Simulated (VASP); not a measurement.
# NbH (I4/mmm) in VASP: a series of runs

NbH is run at these levels: PBEsol; tasks: single point.

Program: VASP 6.6.1. These are calculated values, not measurements. Logs are shortened: lines on timing, memory, paths and dates and some standing lists are left out, and cuts for length are marked.

## 1. The cell of the first run

It takes space group I4/mmm (No. 139, tetragonal). The conventional cell has a = 3.256 Å, b = 3.256 Å, c = 4.021 Å, α = 90.00°, β = 90.00°, γ = 90.00°. Within 2.7 Å of Nb (site symmetry 4/mmm) lie 6 H at 2.01 to 2.30 Å. Within 2.7 Å of H (site symmetry 4/mmm) lie 6 Nb at 2.01 to 2.30 Å.

## 2. Single point, PBEsol

Contents of INCAR:

```
SYSTEM = NbH
  PREC = Accurate
  ENCUT = 520
  EDIFF = 1E-7
  ISMEAR = -1
  SIGMA = 0.1
  LREAL = .False.
  LASPH = .True.
  NELM = 80
  ALGO = Normal
  ISIF = 2
  LWAVE = .False.
  LCHARG = .False.
  GGA = PS
  NBANDS = 14
```

Contents of KPOINTS:

```
regular mesh
0
Gamma
  13 13 13
  0 0 0
```

Contents of POSCAR:

```
NbH
1.0
   -1.6281106882      1.6281106882      2.0104132182
    1.6281106882     -1.6281106882      2.0104132182
    1.6281106882      1.6281106882     -2.0104132182
Nb H
1 1
Direct
    0.0000000000      0.0000000000      0.0000000000
    0.5000000000      0.5000000000      0.0000000000
```

Potentials or basis: VASP PAW PBE potentials, release 64 (Nb_sv, H).

Command:

```
$ cat potpaw_PBE.64/Nb_sv/POTCAR potpaw_PBE.64/H/POTCAR > POTCAR
$ mpirun -np 1 vasp_std > vasp.out
```

OUTCAR:

```text
SYSTEM = NbH
   PREC = Accurate
   ENCUT = 520
   EDIFF = 1E-7
   ISMEAR = -1
   LREAL = .False.
   LASPH = .True.
   NELM = 80
   ISIF = 2
   GGA = PS

 ion  position               nearest neighbor table
   1  0.000  0.000  0.000-
   2  0.500  0.500  0.000-

  LATTYP: Found a body centered tetragonal cell.
 ALAT       =     3.2562213764
 C/A-ratio  =     1.2348135988

  Lattice vectors:

 A1 = (  -1.6281106882,   1.6281106882,   2.0104132182)
 A2 = (   1.6281106882,  -1.6281106882,   2.0104132182)
 A3 = (   1.6281106882,   1.6281106882,  -2.0104132182)

Analysis of symmetry for initial positions (statically):
=====================================================================
 Subroutine PRICEL returns:
 Original cell was already a primitive cell.

 Routine SETGRP: Setting up the symmetry group for a
 body centered tetragonal supercell.

 Subroutine GETGRP returns: Found 16 space group operations
 (whereof 16 operations were pure point group operations)
 out of a pool of 16 trial point group operations.

The static configuration has the point symmetry D_4h.

Analysis of symmetry for dynamics (positions and initial velocities):
=====================================================================
 Subroutine PRICEL returns:
 Original cell was already a primitive cell.

 Routine SETGRP: Setting up the symmetry group for a
 body centered tetragonal supercell.

 Subroutine GETGRP returns: Found 16 space group operations
 (whereof 16 operations were pure point group operations)
 out of a pool of 16 trial point group operations.

The dynamic configuration has the point symmetry D_4h.

 Subroutine INISYM returns: Found 16 space group operations
 (whereof 16 operations are pure point group operations),
 and found     1 'primitive' translations

----------------------------------------------------------------------------------------

                                     Primitive cell

  volume of cell :      21.3164

  direct lattice vectors                    reciprocal lattice vectors
    -1.628110688  1.628110688  2.010413218     0.000000000  0.307104427  0.248705090
     1.628110688 -1.628110688  2.010413218     0.307104427  0.000000000  0.248705090
     1.628110688  1.628110688 -2.010413218     0.307104427  0.307104427  0.000000000

  length of vectors
     3.056673050  3.056673050  3.056673050     0.395180150  0.395180150  0.434311246

  position of ions in fractional coordinates (direct lattice)
     0.000000000  0.000000000  0.000000000
     0.500000000  0.500000000  0.000000000

  ion indices of the primitive-cell ions
   primitive index   ion index
                 1           1
                 2           2

----------------------------------------------------------------------------------------

 KPOINTS: regular mesh

Automatic generation of k-mesh.
 Grid dimensions read from file:
 generate k-points for:   13   13   13

 Generating k-lattice:

  Cartesian coordinates                     Fractional coordinates (reciprocal lattice)
     0.000000000  0.023623417  0.019131161     0.076923077  0.000000000  0.000000000
     0.023623417  0.000000000  0.019131161     0.000000000  0.076923077  0.000000000
     0.023623417  0.023623417  0.000000000     0.000000000  0.000000000  0.076923077

  Length of vectors
     0.030398473  0.030398473  0.033408557

  Shift w.r.t. Gamma in fractional coordinates (k-lattice)
     0.000000000  0.000000000  0.000000000

 Subroutine IBZKPT returns following result:
 ===========================================

 Found    196 irreducible k-points:

 Following reciprocal coordinates:
            Coordinates               Weight
  0.000000  0.000000  0.000000      1.000000
  0.076923  0.000000  0.000000      8.000000
  0.153846  0.000000  0.000000      8.000000
  0.230769  0.000000 -0.000000      8.000000
  0.307692  0.000000  0.000000      8.000000
  0.384615  0.000000 -0.000000      8.000000
[... 16 lines left out ...]
  0.384615  0.153846 -0.000000     16.000000
  0.461538  0.153846 -0.000000     16.000000
 [... further k-points ...]
   k-points           NKPTS =    196   k-points in BZ     NKDIM =    196   number of bands    NBANDS=     14
   number of dos      NEDOS =    301   number of ions     NIONS =      2
   total plane-waves  NPLWV =  13824
   dimension x,y,z NGX =    24 NGY =   24 NGZ =   24
   dimension x,y,z NGXF=    48 NGYF=   48 NGZF=   48
   ions per type =               1   1
   NGX,Y,Z   is equivalent  to a cutoff of  13.05, 13.05, 13.05 a.u.
   NGXF,Y,Z  is equivalent  to a cutoff of  26.11, 26.11, 26.11 a.u.
 SYSTEM =  NbH
   PREC   = accura    normal or accurate (medium, high low for compatibility)
   ISTART =      0    job   : 0-new  1-cont  2-samecut
   ICHARG =      2    charge: 1-file 2-atom 10-const
   ISPIN  =      1    spin polarized calculation?
   LNONCOLLINEAR =      F non collinear calculations
   LSORBIT =      F    spin-orbit coupling
   LASPH  =      T    aspherical Exc in radial PAW
   ENCUT  =  520.0 eV  38.22 Ry    6.18 a.u.   5.68  5.68  5.68*2*pi/ulx,y,z
   NELM   =     80;   NELMIN=  2; NELMDL= -5     # of ELM steps
   EDIFF  = 0.1E-06   stopping-criterion for ELM
   LREAL  =      F    real-space projection
   EDIFFG = 0.1E-05   stopping-criterion for IOM
   NSW    =      0    number of steps for IOM
   IBRION =     -1    ionic relax: 0-MD 1-quasi-New 2-CG
   NFREE  =      0    steps in history (QN), initial steepest desc. (CG)
   ISIF   =      2    stress and relaxation
   ISYM   =      2    0-nonsym 1-usesym 2-fastsym
   POTIM  = 0.5000    time-step for ionic-motion
   TEBEG  =    0.0;   TEEND  =   0.0 temperature during run
   PSTRESS=    0.0 pullay stress
   NELECT =      14.0000    total number of electrons
   NUPDOWN=      -1.0000    fix difference up-down
   EMIN   =  10.00;   EMAX   =-10.00  energy-range for DOS
   EFERMI =   0.00;   METHOD = LEGACY
   ISMEAR =    -1;   SIGMA  =   0.10  broadening in eV -4-tet -1-fermi 0-gaus
   EFERMI_NEDOS =   21; number of points for ismear=-14 and -15
   IALGO  =     38    algorithm
   IMIX   =      4    mixing-type and parameters
     AMIX     =   0.40;   BMIX     =  1.00
     AMIX_MAG =   1.60;   BMIX_MAG =  1.00
  volume/ion in A,a.u.               =      10.66        71.92
  Fermi-wavevector in a.u.,A,eV,Ry     =   1.423027  2.689131 27.551874  2.025006
  Thomas-Fermi vector in A             =   2.543668
   LORBIT       =      0    0 simple, 1 ext, 2 COOP (PROOUT), +10 PAW based schemes
   GGA     = PS    functional components
   LHFCALC =     F    Hartree Fock is set to
   AEXX    =    0.0000 exact exchange contribution
   IVDW    =     0    specifies the selected vdW correction
   LEPSILON=     F    determine dielectric tensor
   LRPA    =     F    only Hartree local field effects (RPA)
 non-spin polarized calculation
  energy-cutoff  :      520.00
  volume of cell :       21.32
 maximum number of plane-waves:       587
   NGX = 11   NGY = 11   NGZ = 11

 number of electron      14.0000001 magnetization

 Free energy of the ion-electron system (eV)
  ---------------------------------------------------
  ext. energy  EPLUGINS =         0.00000000
  ---------------------------------------------------
  free energy    TOTEN  =       -14.58159361 eV

  energy without entropy =      -14.54632262  energy(sigma->0) =      -14.56395811

 E-fermi :  10.3653     XC(G=0): -12.3247

 val. band max:       10.3580062759   @ k =  -0.3077   0.3846   0.3077
 cond. band min:      10.3658168072   @ k =  -0.1538  -0.3846   0.0769
 fundamental gap:      0.0078105313
 Fermi energy:        10.3653136107

 k-point     1 :       0.0000    0.0000    0.0000
  band No.  band energies     occupation
      1     -44.7093      2.00000
      2     -20.3667      2.00000
      3     -20.3303      2.00000
      4     -20.3303      2.00000
      5       0.9830      2.00000
      6       9.7244      1.99671
      7       9.7244      1.99671
      8      11.0225      0.00280
      9      11.2575      0.00027
     10      12.1109      0.00000
     11      19.9777      0.00000
     12      21.6968      0.00000
     13      22.6063      0.00000
     14      22.6063      0.00000

 k-point     2 :       0.0769    0.0000    0.0000
  band No.  band energies     occupation
      1     -44.7023      2.00000
      2     -20.4055      2.00000
      3     -20.3464      2.00000
      4     -20.3410      2.00000
      5       1.1606      2.00000
      6       9.6763      1.99797
      7       9.7913      1.99359
      8      10.9741      0.00453
      9      11.2221      0.00038
     10      12.0142      0.00000
     11      19.1806      0.00000
     12      22.0605      0.00000
     13      22.9617      0.00000
     14      23.2651      0.00000

 k-point     3 :       0.1538    0.0000    0.0000
  band No.  band energies     occupation
      1     -44.6828      2.00000
      2     -20.5458      2.00000
      3     -20.3706      2.00000
      4     -20.3562      2.00000
      5       1.6687      2.00000
      6       9.4020      1.99987
      7       9.8396      1.98963
      8      10.9099      0.00859
      9      11.3132      0.00015
     10      11.9078      0.00000
     11      17.8455      0.00000
     12      22.9760      0.00000
     13      23.9586      0.00000
     14      24.5417      0.00000
[... 324 lines left out ...]
 k-point    23 :       0.3846    0.1538   -0.0000
  band No.  band energies     occupation
      1     -44.5797      2.00000
      2     -21.1378      2.00000
      3     -20.6093      2.00000
      4     -20.4254      2.00000
      5       4.9458      2.00000
      6       6.9388      2.00000
      7       8.9681      2.00000
      8      10.5789      0.21140
      9      12.9985      0.00000
     10      14.4320      0.00000
     11      17.4988      0.00000
     12      19.6609      0.00000
     13      23.5550      0.00000
     14      26.8182      0.00000

 k-point    24 :       0.4615    0.1538   -0.0000
  band No.  band energies     occupation
      1     -44.5774      2.00000
      2     -21.1483      2.00000
      3     -20.6041      2.00000
      4     -20.4400      2.00000
      5       4.9041      2.00000
      6       6.7942      2.00000
      7       9.0490      2.00000
      8      10.6785      0.08361
      9      13.4549      0.00000
     10      14.3404      0.00000
     11      17.9963      0.00000
     12      18.6654      0.00000
     13      24.0295      0.00000
     14      25.9379      0.00000

 [... further k-points ...]
[... 5 lines left out ...]
  --------------------------------------------------------------------------------------
  -------------------------------------------------------------------------------------
  Total       -1.8512455     -1.8512455     -1.9325146      0.0000000      0.0000000      0.0000000
  in kB     -139.1430210   -139.1430210   -145.2513505      0.0000000      0.0000000      0.0000000
  external PRESSURE =    -141.1791308 kB  Pullay stress =       0.0000000 kB

 VOLUME and BASIS-vectors are now :
 -----------------------------------------------------------------------------
  energy-cutoff  :      520.00
  volume of cell :       21.32
      direct lattice vectors                 reciprocal lattice vectors
    -1.628110688  1.628110688  2.010413218     0.000000000  0.307104427  0.248705090
     1.628110688 -1.628110688  2.010413218     0.307104427  0.000000000  0.248705090
     1.628110688  1.628110688 -2.010413218     0.307104427  0.307104427  0.000000000

 POSITION                                       TOTAL-FORCE (eV/Angst)
 -----------------------------------------------------------------------------------
      0.00000      0.00000      0.00000        -0.000000      0.000000     -0.000000
      0.00000      0.00000      2.01041         0.000000     -0.000000      0.000000
 -----------------------------------------------------------------------------------
    total drift:                               -0.000000      0.000000     -0.000000

  FREE ENERGIE OF THE ION-ELECTRON SYSTEM (eV)
  ---------------------------------------------------
  free  energy   TOTEN  =       -14.5815936136 eV

  energy  without entropy=      -14.5463226159  energy(sigma->0) =      -14.56395811
```

Wall time 61 s (1 thread of AMD EPYC 7R13 (Zen 3), shared host); peak memory 0.15 GiB.

What came out:

```
Free energy            : -14.5816 eV
Pressure               : -14.1 GPa
Band gap on the k mesh : zero (band 7 reaches 13.57 eV, above the bottom of band 8 at 9.89 eV)
```

Levels at points of the mesh, in eV from the Fermi level:
```
           k point  band 4  band 5  band 6  band 7  band 8  band 9  band 10  band 11
(0.00, 0.00, 0.00)  -30.70   -9.38   -0.64   -0.64    0.66    0.89     1.75     9.61
```

Caveat: the PAW data sets were made with another functional, which shifts forces and pressure a little.

## 3. Single point, PBEsol

This run uses another cell than the first one, of 10.86 Å³/atom, 1.019 times its volume.

Contents of INCAR:

```
SYSTEM = NbH
PREC = Accurate
ENCUT = 520
EDIFF = 1E-6
ISMEAR = -1
SIGMA = 0.1
LREAL = .FALSE.
LASPH = .TRUE.
NELM = 60
ALGO = Normal
ISIF = 2
LWAVE = .FALSE.
LCHARG = .FALSE.
GGA = PS
NBANDS = 14
```

Contents of KPOINTS:

```
Automatic mesh
0
G
  13 13 13
  0 0 0
```

Contents of POSCAR:

```
NbH
1.0
   -1.6384810996      1.6384810996      2.0232187431
    1.6384810996     -1.6384810996      2.0232187431
    1.6384810996      1.6384810996     -2.0232187431
Nb H
1 1
Direct
    0.0000000000      0.0000000000      0.0000000000
    0.5000000000      0.5000000000      0.0000000000
```

Potentials or basis: VASP PAW PBE potentials, release 64 (Nb_sv, H).

Command:

```
$ cat potpaw_PBE.64/Nb_sv/POTCAR potpaw_PBE.64/H/POTCAR > POTCAR
$ mpirun -np 1 vasp_std > vasp.out
```

OUTCAR:

```text
SYSTEM = NbH
   PREC = Accurate
   ENCUT = 520
   EDIFF = 1E-6
   ISMEAR = -1
   LREAL = .FALSE.
   LASPH = .TRUE.
   NELM = 60
   ISIF = 2
   GGA = PS

 ion  position               nearest neighbor table
   1  0.000  0.000  0.000-
   2  0.500  0.500  0.000-

  LATTYP: Found a body centered tetragonal cell.
 ALAT       =     3.2769621992
 C/A-ratio  =     1.2348135988

  Lattice vectors:

 A1 = (  -1.6384810996,   1.6384810996,   2.0232187431)
[... 583 lines left out ...]
      8      10.4255      0.08669
      9      13.1284      0.00000
     10      13.9953      0.00000
     11      17.5596      0.00000
     12      18.3000      0.00000
     13      23.5661      0.00000
     14      25.5075      0.00000

 [... further k-points ...]
[... 5 lines left out ...]
  --------------------------------------------------------------------------------------
  -------------------------------------------------------------------------------------
  Total       -2.2342781     -2.2342781     -2.3575504      0.0000000      0.0000000      0.0000000
  in kB     -164.7639169   -164.7639169   -173.8544690      0.0000000      0.0000000      0.0000000
  external PRESSURE =    -167.7941009 kB  Pullay stress =       0.0000000 kB

 VOLUME and BASIS-vectors are now :
 -----------------------------------------------------------------------------
  energy-cutoff  :      520.00
  volume of cell :       21.73
      direct lattice vectors                 reciprocal lattice vectors
    -1.638481100  1.638481100  2.023218743     0.000000000  0.305160676  0.247130965
     1.638481100 -1.638481100  2.023218743     0.305160676  0.000000000  0.247130965
     1.638481100  1.638481100 -2.023218743     0.305160676  0.305160676  0.000000000

 POSITION                                       TOTAL-FORCE (eV/Angst)
 -----------------------------------------------------------------------------------
      0.00000      0.00000      0.00000         0.000000     -0.000000     -0.000000
      0.00000      0.00000      2.02322        -0.000000      0.000000      0.000000
 -----------------------------------------------------------------------------------
    total drift:                               -0.000000      0.000000     -0.000000

  FREE ENERGIE OF THE ION-ELECTRON SYSTEM (eV)
  ---------------------------------------------------
  free  energy   TOTEN  =       -14.5424613747 eV

  energy  without entropy=      -14.5067367835  energy(sigma->0) =      -14.52459908
```

OSZICAR:

```text
N       E                     dE             d eps       ncg     rms          rms(c)
DAV:   1     0.117509566955E+03    0.11751E+03   -0.77151E+03  5496   0.102E+03
DAV:   2    -0.107945294745E+02   -0.12830E+03   -0.12213E+03  6178   0.354E+02
DAV:   3    -0.152352636597E+02   -0.44407E+01   -0.42760E+01  8012   0.589E+01
DAV:   4    -0.155119445992E+02   -0.27668E+00   -0.27588E+00  7130   0.134E+01
DAV:   5    -0.155193889894E+02   -0.74444E-02   -0.74421E-02  8108   0.191E+00    0.738E+00
DAV:   6    -0.146275885040E+02    0.89180E+00   -0.95397E-01  8700   0.116E+01    0.227E+00
DAV:   7    -0.145423102064E+02    0.85278E-01   -0.19905E-01  9456   0.464E+00    0.900E-01
DAV:   8    -0.145425147411E+02   -0.20453E-03   -0.15659E-02  6400   0.146E+00    0.121E-01
DAV:   9    -0.145424620510E+02    0.52690E-04   -0.14054E-03  9034   0.390E-01    0.345E-02
DAV:  10    -0.145424653014E+02   -0.32504E-05   -0.27423E-05  6076   0.518E-02    0.189E-02
DAV:  11    -0.145424616023E+02    0.36991E-05   -0.70490E-06  8242   0.326E-02    0.335E-03
DAV:  12    -0.145424613747E+02    0.22759E-06   -0.39864E-07  3752   0.778E-03
   1 F= -.14542461E+02 E0= -.14524599E+02  d E =-.357246E-01
```

Run time: 49 s. Hardware: 1 thread of AMD EPYC 7R13 (Zen 3), shared host; peak memory 0.15 GiB.

Results:

| Item | Value |
| --- | --- |
| Free energy | -14.5425 eV |
| Pressure | -16.8 GPa |
| Band gap on the k mesh | zero (band 7 reaches 13.22 eV, above the bottom of band 8 at 9.65 eV) |

Levels at points of the mesh, in eV from the Fermi level:
```tsv
k point	band 3	band 4	band 5	band 6	band 7	band 8	band 9	band 10	band 11	band 12
(0.00, 0.00, 0.00)	-30.74	-30.74	-9.28	-0.62	-0.62	0.65	0.87	1.70	9.45	11.30
```

Caveat: the PAW data sets were made with another functional, which shifts forces and pressure a little.
